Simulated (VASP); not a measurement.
# AlSn (P-6m2) in VASP: a series of runs, part 2 of 2

VASP 6.6.1.

## (4) Single point, PBE0

This run uses another cell than the first one, of 24.25 Å³/atom.

Input file POSCAR:

```
AlSn
1.0
    3.9944257282      0.0000000000      0.0000000000
   -1.9972128641      3.4592741542      0.0000000000
    0.0000000000      0.0000000000      3.5098675338
Sn Al
1 1
Direct
    0.3333333333      0.6666666667      0.5000000000
    0.0000000000      0.0000000000      0.0000000000
```

Input file INCAR.step1:

```
SYSTEM = AlSn
  PREC = Accurate
  ENCUT = 520
  EDIFF = 1E-5
  ISMEAR = -1
  SIGMA = 0.05
  LREAL = .False.
  LASPH = .True.
  NELM = 80
  ALGO = Normal
  ISIF = 2
  LWAVE = .True.
  GGA = PE
  NBANDS = 16
```

Input file INCAR.step2:

```
SYSTEM = AlSn
  PREC = Accurate
  ENCUT = 520
  EDIFF = 1E-6
  ISMEAR = -1
  SIGMA = 0.05
  LREAL = .False.
  LASPH = .True.
  NELM = 80
  ALGO = Normal
  ISIF = 2
  LWAVE = .False.
  LCHARG = .True.
  GGA = PE
  LHFCALC = .True.
  AEXX = 0.25
  PRECFOCK = Normal
  LELF = .True.
  LVHAR = .True.
  ISTART = 1
  NBANDS = 16
```

Input file KPOINTS:

```
Automatic mesh
0
Gamma
  4 4 4
  0 0 0
```

Potentials or basis: VASP PAW PBE potentials, release 64 (Sn_d, Al).

The run is started by

```bash
$ cat potpaw_PBE.64/Sn_d/POTCAR potpaw_PBE.64/Al/POTCAR > POTCAR
$ cp INCAR.step1 INCAR
$ mpirun -np 1 vasp_std > vasp.out
$ cp INCAR.step2 INCAR
$ mpirun -np 1 vasp_std > vasp.out
```

OUTCAR:

```text
SYSTEM = AlSn
   PREC = Accurate
   ENCUT = 520
   EDIFF = 1E-6
   ISMEAR = -1
   LREAL = .False.
   LASPH = .True.
   NELM = 80
   ISIF = 2
   GGA = PE
   LHFCALC = .True.
   AEXX = 0.25
   PRECFOCK = Normal
   ISTART = 1

 ion  position               nearest neighbor table
   1  0.333  0.667  0.500-   2 2.90   2 2.90   2 2.90   2 2.90   2 2.90   2 2.90
   2  0.000  0.000  0.000-   1 2.90   1 2.90   1 2.90   1 2.90   1 2.90   1 2.90

  LATTYP: Found a hexagonal cell.
 ALAT       =     3.9944257282
 C/A-ratio  =     0.8786913996

  Lattice vectors:

 A1 = (   3.9944257282,   0.0000000000,   0.0000000000)
 A2 = (  -1.9972128641,   3.4592741542,   0.0000000000)
 A3 = (   0.0000000000,   0.0000000000,   3.5098675338)

Analysis of symmetry for initial positions (statically):
=====================================================================
 Subroutine PRICEL returns:
 Original cell was already a primitive cell.

 Routine SETGRP: Setting up the symmetry group for a
 hexagonal supercell.

 Subroutine GETGRP returns: Found 12 space group operations
 (whereof 12 operations were pure point group operations)
 out of a pool of 24 trial point group operations.

The static configuration has the point symmetry D_3h.

Analysis of symmetry for dynamics (positions and initial velocities):
=====================================================================
 Subroutine PRICEL returns:
 Original cell was already a primitive cell.

 Routine SETGRP: Setting up the symmetry group for a
 hexagonal supercell.

 Subroutine GETGRP returns: Found 12 space group operations
 (whereof 12 operations were pure point group operations)
 out of a pool of 24 trial point group operations.

The dynamic configuration has the point symmetry D_3h.

 Subroutine INISYM returns: Found 12 space group operations
 (whereof 12 operations are pure point group operations),
 and found     1 'primitive' translations

----------------------------------------------------------------------------------------

                                     Primitive cell

  volume of cell :      48.4987

  direct lattice vectors                    reciprocal lattice vectors
     3.994425728  0.000000000  0.000000000     0.250348878  0.144538992  0.000000000
    -1.997212864  3.459274154  0.000000000     0.000000000  0.289077984  0.000000000
     0.000000000  0.000000000  3.509867534     0.000000000  0.000000000  0.284911037

  length of vectors
     3.994425728  3.994425728  3.509867534     0.289077984  0.289077984  0.284911037

  position of ions in fractional coordinates (direct lattice)
     0.333333333  0.666666667  0.500000000
     0.000000000  0.000000000  0.000000000

  ion indices of the primitive-cell ions
   primitive index   ion index
                 1           1
                 2           2

----------------------------------------------------------------------------------------

 KPOINTS: Automatic mesh

Automatic generation of k-mesh.
 Grid dimensions read from file:
 generate k-points for:    4    4    4

 Generating k-lattice:

[... 24 lines left out ...]
  0.500000 -0.000000  0.250000      6.000000
  0.250000  0.250000  0.250000     12.000000
  0.000000  0.000000  0.500000      1.000000
  0.250000 -0.000000  0.500000      6.000000
  0.500000 -0.000000  0.500000      3.000000
  0.250000  0.250000  0.500000      6.000000
   k-points           NKPTS =     12   k-points in BZ     NKDIM =     64   number of bands    NBANDS=     16
   number of dos      NEDOS =    301   number of ions     NIONS =      2
   total plane-waves  NPLWV =  25200
   dimension x,y,z NGX =    30 NGY =   30 NGZ =   28
   dimension x,y,z NGXF=    60 NGYF=   60 NGZF=   56
   ions per type =               1   1
   NGX,Y,Z   is equivalent  to a cutoff of  12.49, 12.49, 13.26 a.u.
   NGXF,Y,Z  is equivalent  to a cutoff of  24.97, 24.97, 26.52 a.u.
 SYSTEM =  AlSn
   PREC   = accura    normal or accurate (medium, high low for compatibility)
   ISTART =      1    job   : 0-new  1-cont  2-samecut
   ICHARG =      0    charge: 1-file 2-atom 10-const
   ISPIN  =      1    spin polarized calculation?
   LNONCOLLINEAR =      F non collinear calculations
   LSORBIT =      F    spin-orbit coupling
   LASPH  =      T    aspherical Exc in radial PAW
   ENCUT  =  520.0 eV  38.22 Ry    6.18 a.u.   7.43  7.43  6.53*2*pi/ulx,y,z
   NELM   =     80;   NELMIN=  2; NELMDL=  0     # of ELM steps
   EDIFF  = 0.1E-05   stopping-criterion for ELM
   LREAL  =      F    real-space projection
   EDIFFG = 0.1E-04   stopping-criterion for IOM
   NSW    =      0    number of steps for IOM
   IBRION =     -1    ionic relax: 0-MD 1-quasi-New 2-CG
   NFREE  =      0    steps in history (QN), initial steepest desc. (CG)
   ISIF   =      2    stress and relaxation
   ISYM   =      3    0-nonsym 1-usesym 2-fastsym
   POTIM  = 0.5000    time-step for ionic-motion
   TEBEG  =    0.0;   TEEND  =   0.0 temperature during run
   PSTRESS=    0.0 pullay stress
   NELECT =      17.0000    total number of electrons
   NUPDOWN=      -1.0000    fix difference up-down
   EMIN   =  10.00;   EMAX   =-10.00  energy-range for DOS
   EFERMI =   0.00;   METHOD = LEGACY
   ISMEAR =    -1;   SIGMA  =   0.05  broadening in eV -4-tet -1-fermi 0-gaus
   EFERMI_NEDOS =   21; number of points for ismear=-14 and -15
   IALGO  =     38    algorithm
   IMIX   =      1    mixing-type and parameters
     AMIX     =   0.40;   BMIX     =  1.00
     AMIX_MAG =   1.60;   BMIX_MAG =  1.00
  volume/ion in A,a.u.               =      24.25       163.64
  Fermi-wavevector in a.u.,A,eV,Ry     =   1.154289  2.181289 18.128164  1.332382
  Thomas-Fermi vector in A             =   2.290926
   LORBIT       =      0    0 simple, 1 ext, 2 COOP (PROOUT), +10 PAW based schemes
   GGA     = PE    functional components
   LHFCALC =     T    Hartree Fock is set to
   PRECFOCK=normal    Normal, Fast or Accurate (Low or Medium for compatibility)
   ENCUT4O =  -1.0   cutoff for four orbital integrals eV
   NKREDX  =     1    reduce k-point grid by
   NKREDY  =     1    reduce k-point grid by
   NKREDZ  =     1    reduce k-point grid by
   AEXX    =    0.2500 exact exchange contribution
   HFSCREEN=    0.0000 screening length (either q_TF or 0.3 A-1)
   HFSCREENC=   0.0000 screening length for correlation (either q_TF or 0.3 A-1)
   ENCUTFOCK=  -1.0 apply spherical cutoff to Coloumb kernel
   IVDW    =     0    specifies the selected vdW correction
   LEPSILON=     F    determine dielectric tensor
   LRPA    =     F    only Hartree local field effects (RPA)
 non-spin polarized calculation
  energy-cutoff  :      520.00
  volume of cell :       48.50
 maximum number of plane-waves:      1321
 NGX is ok and might be reduce to    30
  NGX = 24; NGY = 24; NGZ = 20

 number of electron      16.9999995 magnetization

 Free energy of the ion-electron system (eV)
  ---------------------------------------------------
  ext. energy  EPLUGINS =         0.00000000
  ---------------------------------------------------
  free energy    TOTEN  =        -8.96591569 eV

  energy without entropy =       -8.95397103  energy(sigma->0) =       -8.95994336

 E-fermi :   7.0179     XC(G=0):  -7.7238

 val. band max:        5.8570065522   @ k =   0.2500   0.2500   0.5000
 cond. band min:       7.0526091758   @ k =   0.2500  -0.0000   0.2500
 fundamental gap:      1.1956026236
 Fermi energy:         7.0179391802

 k-point     1 :       0.0000    0.0000    0.0000
  band No.  band energies     occupation
      1     -17.1696      2.00000
      2     -17.0874      2.00000
      3     -17.0874      2.00000
      4     -17.0851      2.00000
      5     -17.0851      2.00000
      6      -5.6513      2.00000
[... 205 lines left out ...]
      3     -17.0745      2.00000
      4     -17.0590      2.00000
      5     -17.0402      2.00000
      6      -0.4700      2.00000
[... 8 lines left out ...]
     15      17.1823      0.00000
     16      22.2148      0.00000

------------------------ aborting loop because EDIFF is reached ----------------------------------------

  FORCE on cell =-STRESS in cart. coord.  units (eV):
  Direction    XX          YY          ZZ          XY          YZ          ZX
  --------------------------------------------------------------------------------------
  -------------------------------------------------------------------------------------
  Total       -0.0548746     -0.0548746     -0.0305522      0.0000000      0.0000000      0.0000000
  in kB       -1.8128082     -1.8128082     -1.0093051      0.0000000      0.0000000      0.0000000
  external PRESSURE =      -1.5449738 kB  Pullay stress =       0.0000000 kB

 VOLUME and BASIS-vectors are now :
 -----------------------------------------------------------------------------
  energy-cutoff  :      520.00
  volume of cell :       48.50
      direct lattice vectors                 reciprocal lattice vectors
     3.994425728  0.000000000  0.000000000     0.250348878  0.144538992  0.000000000
    -1.997212864  3.459274154  0.000000000     0.000000000  0.289077984  0.000000000
     0.000000000  0.000000000  3.509867534     0.000000000  0.000000000  0.284911037

 POSITION                                       TOTAL-FORCE (eV/Angst)
 -----------------------------------------------------------------------------------
     -0.00000      2.30618      1.75493         0.000000      0.000000      0.000000
      0.00000      0.00000      0.00000        -0.000000      0.000000      0.000000
 -----------------------------------------------------------------------------------
    total drift:                                0.000012     -0.000003      0.000000

  FREE ENERGIE OF THE ION-ELECTRON SYSTEM (eV)
  ---------------------------------------------------
  free  energy   TOTEN  =        -8.9659156926 eV

  energy  without entropy=       -8.9539710305  energy(sigma->0) =       -8.95994336
```

Run time: 3.4 min. Hardware: 1 thread of Intel Xeon 6975P-C (Granite Rapids), shared host; peak memory 0.17 GiB.

What came out:

| Quantity | Value |
| --- | --- |
| Free energy | -8.9659 eV |
| Pressure | -0.2 GPa |
| Band gap on the k mesh | zero (an odd number of electrons rules out a gap without spin polarisation) |

Caveat: the k points lie up to 0.45 Å⁻¹ apart, too coarse for converged energies and pressures of a metal; the PAW data sets were made with another functional, which shifts forces and pressure a little; spin-orbit coupling is left out, which moves the levels of the heavy elements.

## (5) Summary

```tsv
level	cell	share of exact exchange	gap on the mesh (eV)	pressure (GPa)
HF	a = 4.216, b = 4.216, c = 3.511 Å, angles 90.0, 90.0, 120.0°, 2 atoms	1	none	0.9
PBEsol-based global hybrid with 25 % exact exchange	a = 3.958, b = 3.958, c = 3.486 Å, angles 90.0, 90.0, 120.0°, 2 atoms	0.25	none	-0.1
PBE0	a = 3.994, b = 3.994, c = 3.510 Å, angles 90.0, 90.0, 120.0°, 2 atoms	0.25	none	-0.2
```

Alike in all rows: task single point; potentials or basis VASP PAW PBE potentials, release 64 (Sn_d, Al); no spin polarisation; k mesh 4 × 4 × 4; cutoff (eV) 520; smearing fermi-dirac 0.05 eV.

Caveats: all runs use coarse meshes; the PAW data sets were made with another functional, which shifts forces and pressure a little; spin-orbit coupling is left out, which moves the levels of the heavy elements.

Total energies depend on the potentials used, so only differences within one code and one set of settings carry meaning.

The gap in the log of VASP goes by the Fermi energy; the results here count the filled bands.